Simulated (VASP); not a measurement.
The system is Ni.

```
Ni
1.0
     0.00000    1.80750    1.80750
     1.80750    0.00000    1.80750
     3.61500    3.61500    0.00000
Ni
2
Direct
  0.00000 0.00000 0.00000
  0.00000 0.00000 0.50000
```

Base run:

```yaml
Program: VASP 6.6.1
Functional: PBE
Potentials_or_basis: VASP PAW PBE potentials, release 64 (Ni)
Cutoff: 520 eV
k_mesh: 14 × 14 × 7
Occupations: fermi-dirac, width 0.1 eV
Spin: collinear spin, ferromagnetic start
Starting_moments: "[2.0, 2.0] μB"
```

Its results: pressure -12.6 GPa.

**Question.** The run is repeated on the same cell with these changes: spin from collinear spin, ferromagnetic start to no spin polarisation; further incar settings from ALGO = Normal; EDIFF = 1e-07; NBANDS = 21 to ALGO = Normal; EDIFF = 1e-06; NBANDS = 17. What comes out?

**Answer.** Pressure -13.5 GPa.

Caveats: the cell stands under tension.
